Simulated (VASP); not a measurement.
A run of VASP 6.6.1:

The input POSCAR:

```
Eu
1.0
   -2.2271207099      2.2271207099      2.2271207099
    2.2271207099     -2.2271207099      2.2271207099
    2.2271207099      2.2271207099     -2.2271207099
Eu
1
Direct
    0.0000000000      0.0000000000      0.0000000000
```

INCAR.step1

```
  ALGO = Normal
  EDIFF = 1E-5
  ENCUT = 800
  GGA = PE
  GGA_COMPAT = F
  ISMEAR = 0
  LASPH = T
  LCHARG = F
  LMAXMIX = 6
  LREAL = F
  LWAVE = T
  NBANDS = 14
  NELM = 200
  PREC = Accurate
  SIGMA = 0.05
```

File INCAR.step2:

```
  ALGO = Normal
  EDIFF = 1E-6
  ENCUT = 800
  GGA_COMPAT = F
  ISIF = 2
  ISMEAR = 0
  ISTART = 1
  LASPH = T
  LCHARG = F
  LMAXMIX = 6
  LMIXTAU = T
  LREAL = F
  LWAVE = F
  METAGGA = R2SCAN
  NBANDS = 14
  NELM = 200
  PREC = Accurate
  SIGMA = 0.05
```

File KPOINTS:

```
k-points
0
Gamma
  14 14 14
```

Potentials or basis: VASP PAW PBE potentials, release 64 (Eu).

Launch:

```console
$ cat potpaw_PBE.64/Eu/POTCAR > POTCAR
$ cp INCAR.step1 INCAR
$ mpirun -np 1 vasp_std > vasp.out
$ cp INCAR.step2 INCAR
$ mpirun -np 1 vasp_std > vasp.out
```

Hardware: 1 thread of AMD EPYC 7R13, with other jobs on the host.

Q: Estimate the wall time of this run.

A: Run time: 38 min on 1 thread of AMD EPYC 7R13, with other jobs on the host, peak memory 0.31 GiB. Counts: k points 104.
